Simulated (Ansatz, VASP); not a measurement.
# Y3GaN4 in VASP and in Ansatz

The input INCAR:

```
SYSTEM = Y3GaN4
PREC = Accurate
ENCUT = 520
EDIFF = 1E-6
ISMEAR = -1
SIGMA = 0.02
LREAL = .False.
LASPH = .True.
NELM = 80
ALGO = Normal
ISIF = 2
LWAVE = .False.
LCHARG = .True.
GGA = PE
LELF = .True.
LVHAR = .True.
NBANDS = 43
```

File KPOINTS:

```
Automatic mesh
0
Gamma
  12 12 4
  0 0 0
```

The input POSCAR:

```
Y3GaN4
1.0
    3.7508403584      0.0000000000      0.0000000000
   -1.8754201792      3.2483230359      0.0000000000
    0.0000000000      0.0000000000     10.7808092371
Ga Y N
1 3 4
Direct
    0.3333333333      0.6666666667      0.0036927497
    0.3333333333      0.6666666667      0.4863905552
    0.6666666667      0.3333333333      0.2203152051
    0.6666666667      0.3333333333      0.7554729024
    0.3333333333      0.6666666667      0.1807862986
    0.3333333333      0.6666666667      0.6989674996
    0.6666666667      0.3333333333      0.4342790166
    0.6666666667      0.3333333333      0.9700957726
```

Input for Ansatz:

```yaml
crystal:
  lattice:
    - [3.7508403584, 0.0, 0.0]
    - [-1.8754201792, 3.2483230359, 0.0]
    - [0.0, 0.0, 10.7808092371]
  atoms:
    - { symbol: Ga, position: [0.3333333333, 0.6666666667, 0.0036927497] }
    - { symbol: "Y", position: [0.3333333333, 0.6666666667, 0.4863905552] }
    - { symbol: "Y", position: [0.6666666667, 0.3333333333, 0.2203152051] }
    - { symbol: "Y", position: [0.6666666667, 0.3333333333, 0.7554729024] }
    - { symbol: "N", position: [0.3333333333, 0.6666666667, 0.1807862986] }
    - { symbol: "N", position: [0.3333333333, 0.6666666667, 0.6989674996] }
    - { symbol: "N", position: [0.6666666667, 0.3333333333, 0.4342790166] }
    - { symbol: "N", position: [0.6666666667, 0.3333333333, 0.9700957726] }
kpoints:
  mp_grid: { grid: [12, 12, 4] }
  band_path:
    path:
      - [[0.0, 0.0, 0.0], [0.5, 6.46910283524e-17, -1.872737269044e-33], [0.3333333333333, 0.3333333333333, -5.246732095828e-33], [0.0, 0.0, 0.0], [-6.763587753627e-51, -2.366138404653e-50, 0.5], [0.5, 6.46910283524e-17, 0.5], [0.3333333333333, 0.3333333333333, 0.5], [-6.763587753627e-51, -2.366138404653e-50, 0.5]]
      - [[0.5, 6.46910283524e-17, 0.5], [0.5, 6.46910283524e-17, -1.872737269044e-33]]
      - [[0.3333333333333, 0.3333333333333, 0.5], [0.3333333333333, 0.3333333333333, -5.246732095828e-33]]
    npoints: 10
hamiltonian:
  xc: pbe
scf:
  occupations: { method: fermi_dirac, width: 0.02 }
  n_extra_bands: 6
output:
  forces: true
  stress: true
  eigenvalues: true
  write_density: true
  write_potential: true
  elf: true
  volumetric_format: npy
```

Alike in both runs: task single point; functional PBE; k mesh 12 × 12 × 4; occupations fermi-dirac, width 0.02 eV; no spin polarisation.

```csv
,VASP,Ansatz
version,VASP 6.6.1,Ansatz 0.2.0
potentials or method,"VASP PAW PBE potentials, release 64 (Ga_d, Y_sv, N)","plane waves, PAW"
plane-wave cutoff (eV),520,420
valence electrons in the cell,66,66
```

|  | VASP | Ansatz | Ansatz less VASP |
| --- | --- | --- | --- |
| gap on the k mesh at the Fermi level (eV) | 0.88 | 0.90 | +0.014 |
| pressure (GPa) | 1.5 | 1.6 | +0.10 |
| traceless stress, the component that is largest in VASP (GPa) | 0.15 | 0.16 | +0.005 |
| rms of the force components (eV/Å) | 0.081 | 0.077 | -0.0031 |

Atom by atom the forces differ by 0.005 eV/Å (rms over components). The functional is the same, so the differences come from potentials, cutoffs and numerics.
